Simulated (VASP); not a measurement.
# W (P6_3/mmc) in VASP: a series of runs

W is run at these levels: revPBE; tasks: single point.

Everything below comes from runs of VASP 6.6.1. Logs are shortened: lines on timing, memory, paths and dates and some standing lists are left out, and cuts for length are marked.

## (1) The cell of the first run

The structure is hexagonal, space group P6_3/mmc (No. 194). The conventional cell has a = 2.831 Å, b = 2.831 Å, c = 9.983 Å, α = 90.00°, β = 90.00°, γ = 120.00°. W (site symmetry -3m) has 12 W at 2.83 to 2.98 Å within 3.7 Å. W (site symmetry -6m2) has 12 W at 2.83 to 2.98 Å within 3.7 Å.

This isn't the form of W at room conditions, which is bcc.

## (2) Single point, revPBE (17.32 Å³/atom)

Input file INCAR:

```
SYSTEM = W
PREC = Accurate
ENCUT = 520
EDIFF = 1E-6
ISMEAR = -1
SIGMA = 0.1
LREAL = .FALSE.
LASPH = .TRUE.
NELM = 100
ALGO = Normal
ISIF = 2
LWAVE = .FALSE.
LCHARG = .TRUE.
GGA = RE
LELF = .TRUE.
LVHAR = .TRUE.
NBANDS = 36
```

Input file KPOINTS:

```
regular mesh
0
G
  15 15 4
  0 0 0
```

Input file POSCAR:

```
W
1.0
    2.8305258280      0.0000000000      0.0000000000
   -1.4152629140      2.4513072731      0.0000000000
    0.0000000000      0.0000000000      9.9834641008
W
4
Direct
    0.0000000000      1.0000000000      0.0000000000
    1.0000000000      1.0000000000      0.5000000000
    0.3333333333      0.6666666667      0.2500000000
    0.6666666667      0.3333333333      0.7500000000
```

Potentials or basis: VASP PAW PBE potentials, release 64 (W_sv).

Run with:

```
cat potpaw_PBE.64/W_sv/POTCAR > POTCAR
mpirun -np 1 vasp_std > vasp.out
```

OUTCAR:

```text
SYSTEM = W
   PREC = Accurate
   ENCUT = 520
   EDIFF = 1E-6
   ISMEAR = -1
   LREAL = .FALSE.
   LASPH = .TRUE.
   NELM = 100
   ISIF = 2
   GGA = RE

 ion  position               nearest neighbor table
   1  0.000  0.000  0.000-   3 2.98   4 2.98   3 2.98   4 2.98   4 2.98   3 2.98
   2  0.000  0.000  0.500-   3 2.98   4 2.98   3 2.98   4 2.98   4 2.98   3 2.98
   3  0.333  0.667  0.250-   1 2.98   2 2.98   1 2.98   2 2.98   1 2.98   2 2.98
   4  0.667  0.333  0.750-   1 2.98   2 2.98   1 2.98   2 2.98   1 2.98   2 2.98

  LATTYP: Found a hexagonal cell.
 ALAT       =     2.8305258280
 C/A-ratio  =     3.5270704835

  Lattice vectors:

 A1 = (   2.8305258280,   0.0000000000,   0.0000000000)
 A2 = (  -1.4152629140,   2.4513072731,   0.0000000000)
 A3 = (   0.0000000000,   0.0000000000,   9.9834641008)

Analysis of symmetry for initial positions (statically):
=====================================================================
 Subroutine PRICEL returns:
 Original cell was already a primitive cell.

 Routine SETGRP: Setting up the symmetry group for a
 hexagonal supercell.

 Subroutine GETGRP returns: Found 24 space group operations
 (whereof 12 operations were pure point group operations)
 out of a pool of 24 trial point group operations.

The static configuration has the point symmetry D_3d.
 The point group associated with its full space group is D_6h.

Analysis of symmetry for dynamics (positions and initial velocities):
=====================================================================
 Subroutine PRICEL returns:
 Original cell was already a primitive cell.

 Routine SETGRP: Setting up the symmetry group for a
 hexagonal supercell.

 Subroutine GETGRP returns: Found 24 space group operations
 (whereof 12 operations were pure point group operations)
 out of a pool of 24 trial point group operations.

The dynamic configuration has the point symmetry D_3d.
 The point group associated with its full space group is D_6h.

 Subroutine INISYM returns: Found 24 space group operations
 (whereof 12 operations are pure point group operations),
 and found     1 'primitive' translations

----------------------------------------------------------------------------------------

                                     Primitive cell

  volume of cell :      69.2702

  direct lattice vectors                    reciprocal lattice vectors
     2.830525828  0.000000000  0.000000000     0.353291247  0.203972797  0.000000000
    -1.415262914  2.451307273  0.000000000     0.000000000  0.407945593  0.000000000
     0.000000000  0.000000000  9.983464101     0.000000000  0.000000000  0.100165633

  length of vectors
     2.830525828  2.830525828  9.983464101     0.407945593  0.407945593  0.100165633

  position of ions in fractional coordinates (direct lattice)
     0.000000000  0.000000000  0.000000000
     0.000000000  0.000000000  0.500000000
     0.333333333  0.666666667  0.250000000
     0.666666667  0.333333333  0.750000000

  ion indices of the primitive-cell ions
   primitive index   ion index
                 1           1
                 2           2
                 3           3
                 4           4

----------------------------------------------------------------------------------------

 KPOINTS: regular mesh

Automatic generation of k-mesh.
 Grid dimensions read from file:
 generate k-points for:   15   15    4

 Generating k-lattice:

  Cartesian coordinates                     Fractional coordinates (reciprocal lattice)
     0.023552750  0.013598186  0.000000000     0.066666667 -0.000000000  0.000000000
     0.000000000  0.027196373  0.000000000     0.000000000  0.066666667  0.000000000
     0.000000000  0.000000000  0.025041408     0.000000000  0.000000000  0.250000000

  Length of vectors
     0.027196373  0.027196373  0.025041408

  Shift w.r.t. Gamma in fractional coordinates (k-lattice)
     0.000000000  0.000000000  0.000000000

 Subroutine IBZKPT returns following result:
 ===========================================

 Found     81 irreducible k-points:

 Following reciprocal coordinates:
            Coordinates               Weight
  0.000000  0.000000  0.000000      1.000000
  0.066667 -0.000000  0.000000      6.000000
  0.133333  0.000000  0.000000      6.000000
  0.200000 -0.000000  0.000000      6.000000
  0.266667  0.000000  0.000000      6.000000
  0.333333  0.000000  0.000000      6.000000
[... 16 lines left out ...]
  0.333333  0.200000  0.000000     12.000000
  0.400000  0.200000  0.000000      6.000000
 [... further k-points ...]
   k-points           NKPTS =     81   k-points in BZ     NKDIM =     81   number of bands    NBANDS=     36
   number of dos      NEDOS =    301   number of ions     NIONS =      4
   total plane-waves  NPLWV =  46080
   dimension x,y,z NGX =    24 NGY =   24 NGZ =   80
   dimension x,y,z NGXF=    48 NGYF=   48 NGZF=  160
   ions per type =               4
   NGX,Y,Z   is equivalent  to a cutoff of  14.10, 14.10, 13.32 a.u.
   NGXF,Y,Z  is equivalent  to a cutoff of  28.19, 28.19, 26.64 a.u.
 SYSTEM =  W
   PREC   = accura    normal or accurate (medium, high low for compatibility)
   ISTART =      0    job   : 0-new  1-cont  2-samecut
   ICHARG =      2    charge: 1-file 2-atom 10-const
   ISPIN  =      1    spin polarized calculation?
   LNONCOLLINEAR =      F non collinear calculations
   LSORBIT =      F    spin-orbit coupling
   LASPH  =      T    aspherical Exc in radial PAW
   ENCUT  =  520.0 eV  38.22 Ry    6.18 a.u.   5.26  5.26 18.56*2*pi/ulx,y,z
   NELM   =    100;   NELMIN=  2; NELMDL= -5     # of ELM steps
   EDIFF  = 0.1E-05   stopping-criterion for ELM
   LREAL  =      F    real-space projection
   EDIFFG = 0.1E-04   stopping-criterion for IOM
   NSW    =      0    number of steps for IOM
   IBRION =     -1    ionic relax: 0-MD 1-quasi-New 2-CG
   NFREE  =      0    steps in history (QN), initial steepest desc. (CG)
   ISIF   =      2    stress and relaxation
   ISYM   =      2    0-nonsym 1-usesym 2-fastsym
   POTIM  = 0.5000    time-step for ionic-motion
   TEBEG  =    0.0;   TEEND  =   0.0 temperature during run
   PSTRESS=    0.0 pullay stress
   NELECT =      56.0000    total number of electrons
   NUPDOWN=      -1.0000    fix difference up-down
   EMIN   =  10.00;   EMAX   =-10.00  energy-range for DOS
   EFERMI =   0.00;   METHOD = LEGACY
   ISMEAR =    -1;   SIGMA  =   0.10  broadening in eV -4-tet -1-fermi 0-gaus
   EFERMI_NEDOS =   21; number of points for ismear=-14 and -15
   IALGO  =     38    algorithm
   IMIX   =      4    mixing-type and parameters
     AMIX     =   0.40;   BMIX     =  1.00
     AMIX_MAG =   1.60;   BMIX_MAG =  1.00
  volume/ion in A,a.u.               =      17.32       116.86
  Fermi-wavevector in a.u.,A,eV,Ry     =   1.525067  2.881958 31.644811  2.325828
  Thomas-Fermi vector in A             =   2.633288
   LORBIT       =      0    0 simple, 1 ext, 2 COOP (PROOUT), +10 PAW based schemes
   GGA     = RE    functional components
   LHFCALC =     F    Hartree Fock is set to
   AEXX    =    0.0000 exact exchange contribution
   IVDW    =     0    specifies the selected vdW correction
   LEPSILON=     F    determine dielectric tensor
   LRPA    =     F    only Hartree local field effects (RPA)
 non-spin polarized calculation
  energy-cutoff  :      520.00
  volume of cell :       69.27
 maximum number of plane-waves:      1887
 NGX is ok and might be reduce to    24
   NGX = 11   NGY = 11   NGZ = 37

 number of electron      56.0000004 magnetization

 Free energy of the ion-electron system (eV)
  ---------------------------------------------------
  ext. energy  EPLUGINS =         0.00000000
  ---------------------------------------------------
  free energy    TOTEN  =       -48.12879426 eV

  energy without entropy =      -47.99039026  energy(sigma->0) =      -48.05959226

 E-fermi :   9.9296     XC(G=0): -13.0912

 val. band max:        9.9230612787   @ k =   0.4000   0.1333   0.2500
 cond. band min:       9.9382082076   @ k =   0.0667  -0.0000   0.2500
 fundamental gap:      0.0151469289
 Fermi energy:         9.9296363133

 k-point     1 :       0.0000    0.0000    0.0000
  band No.  band energies     occupation
      1     -63.9707      2.00000
      2     -63.9519      2.00000
      3     -63.9263      2.00000
      4     -63.9074      2.00000
      5     -28.5820      2.00000
      6     -28.2168      2.00000
[... 28 lines left out ...]
     35      12.7241      0.00000
     36      12.7241      0.00000

 k-point     2 :       0.0667   -0.0000    0.0000
  band No.  band energies     occupation
      1     -63.9670      2.00000
      2     -63.9486      2.00000
      3     -63.9231      2.00000
      4     -63.9046      2.00000
      5     -28.5689      2.00000
      6     -28.2140      2.00000
[... 28 lines left out ...]
     35      12.7637      0.00000
     36      12.8067      0.00000

 k-point     3 :       0.1333    0.0000    0.0000
  band No.  band energies     occupation
      1     -63.9561      2.00000
      2     -63.9393      2.00000
      3     -63.9137      2.00000
      4     -63.8968      2.00000
      5     -28.5311      2.00000
      6     -28.2091      2.00000
[... 28 lines left out ...]
     35      12.7776      0.00000
     36      12.9510      0.00000
[... 742 lines left out ...]
 k-point    23 :       0.3333    0.2000    0.0000
  band No.  band energies     occupation
      1     -63.8741      2.00000
      2     -63.8719      2.00000
      3     -63.8462      2.00000
      4     -63.8440      2.00000
      5     -28.5038      2.00000
      6     -28.4754      2.00000
[... 28 lines left out ...]
     35      14.3028      0.00000
     36      14.3900      0.00000

 k-point    24 :       0.4000    0.2000    0.0000
  band No.  band energies     occupation
      1     -63.8705      2.00000
      2     -63.8692      2.00000
      3     -63.8435      2.00000
      4     -63.8422      2.00000
      5     -28.5238      2.00000
      6     -28.4906      2.00000
[... 28 lines left out ...]
     35      14.1638      0.00000
     36      14.3176      0.00000

 [... further k-points ...]

------------------------ aborting loop because EDIFF is reached ----------------------------------------

  FORCE on cell =-STRESS in cart. coord.  units (eV):
  Direction    XX          YY          ZZ          XY          YZ          ZX
  --------------------------------------------------------------------------------------
  -------------------------------------------------------------------------------------
  Total       -4.3551710     -4.3551710     -3.8403045     -0.0000000     -0.0000000      0.0000000
  in kB     -100.7325100   -100.7325100    -88.8239555     -0.0000000     -0.0000000      0.0000000
  external PRESSURE =     -96.7629918 kB  Pullay stress =       0.0000000 kB

 VOLUME and BASIS-vectors are now :
 -----------------------------------------------------------------------------
  energy-cutoff  :      520.00
  volume of cell :       69.27
      direct lattice vectors                 reciprocal lattice vectors
     2.830525828  0.000000000  0.000000000     0.353291247  0.203972797  0.000000000
    -1.415262914  2.451307273  0.000000000     0.000000000  0.407945593  0.000000000
     0.000000000  0.000000000  9.983464101     0.000000000  0.000000000  0.100165633

 POSITION                                       TOTAL-FORCE (eV/Angst)
 -----------------------------------------------------------------------------------
      0.00000      0.00000      0.00000        -0.000000      0.000000      0.000000
      0.00000      0.00000      4.99173        -0.000000      0.000000      0.000000
     -0.00000      1.63420      2.49587        -0.000000      0.000000     -0.000000
      1.41526      0.81710      7.48760         0.000000     -0.000000      0.000000
 -----------------------------------------------------------------------------------
    total drift:                               -0.000000      0.000000     -0.000000

  FREE ENERGIE OF THE ION-ELECTRON SYSTEM (eV)
  ---------------------------------------------------
  free  energy   TOTEN  =       -48.1287942605 eV

  energy  without entropy=      -47.9903902589  energy(sigma->0) =      -48.05959226
```

Run time: 91 s. Hardware: 1 thread of Intel Xeon 6975P-C (Granite Rapids), shared host; peak memory 0.29 GiB.

Results:

```yaml
Free_energy: -48.1288 eV
Pressure: -9.7 GPa
Band_gap_on_the_k_mesh: zero (bands 28 and 29 overlap by 1.74 eV)
```

Levels at points of the mesh, in eV from the Fermi level:
| k point | band 25 | band 26 | band 27 | band 28 | band 29 | band 30 | band 31 | band 32 |
| --- | --- | --- | --- | --- | --- | --- | --- | --- |
| (0.00, 0.00, 0.00) | -0.51 | -0.38 | -0.38 | -0.33 | -0.12 | -0.12 | 0.04 | 0.04 |
| (0.00, 0.00, 0.50) | -0.40 | -0.40 | -0.40 | -0.40 | -0.11 | -0.11 | -0.11 | -0.11 |

Caveat: the cell stands under tension; the PAW data sets were made with another functional, which shifts forces and pressure a little; spin-orbit coupling is left out, which moves the levels of the heavy elements.

## (3) Single point, revPBE (17.98 Å³/atom)

This run uses another cell than the first one, of 17.98 Å³/atom.

Input file INCAR:

```
ALGO = Normal ; EDIFF = 1E-6
ENCUT = 520 ; GGA = RE
ISIF = 2 ; ISMEAR = -1
LASPH = True ; LCHARG = True
LELF = True ; LREAL = False
LVHAR = True ; LWAVE = False
NBANDS = 36 ; NELM = 60
PREC = Accurate ; SIGMA = 0.1
```

Input file KPOINTS:

```
k-points
0
Gamma
  15 15 4
```

Input file POSCAR:

```
W
1.0
    2.8663590728      0.0000000000      0.0000000000
   -1.4331795364      2.4823397734      0.0000000000
    0.0000000000      0.0000000000     10.1098504810
W
4
Direct
    0.0000000000      1.0000000000      0.0000000000
    1.0000000000      1.0000000000      0.5000000000
    0.3333333333      0.6666666667      0.2500000000
    0.6666666667      0.3333333333      0.7500000000
```

Potentials or basis: VASP PAW PBE potentials, release 64 (W_sv).

Run with:

```
cat potpaw_PBE.64/W_sv/POTCAR > POTCAR
mpirun -np 1 vasp_std > vasp.out
```

Run time: 96 s. Hardware: 1 thread of Intel Xeon 6975P-C (Granite Rapids), shared host; peak memory 0.29 GiB.

The run converged. Its results:

```yaml
Free_energy: -47.8991 eV
Pressure: -17.8 GPa
Band_gap_on_the_k_mesh: zero (bands 28 and 29 overlap by 1.58 eV)
```

Stress tensor (GPa, compression positive):
```
-18.75   0.00   0.00
  0.00 -18.75   0.00
  0.00   0.00 -16.05
```

Levels at points of the mesh, in eV from the Fermi level:
```
           k point  band 26  band 27  band 28  band 29  band 30  band 31
(0.00, 0.00, 0.00)    -0.38    -0.35    -0.35    -0.10    -0.10     0.05
(0.00, 0.00, 0.50)    -0.36    -0.36    -0.36    -0.09    -0.09    -0.09
```

Caveat: the cell stands under tension; the PAW data sets were made with another functional, which shifts forces and pressure a little; spin-orbit coupling is left out, which moves the levels of the heavy elements.

[end of part 1 of 2]

The gap in the log of VASP goes by the Fermi energy; the results here count the filled bands.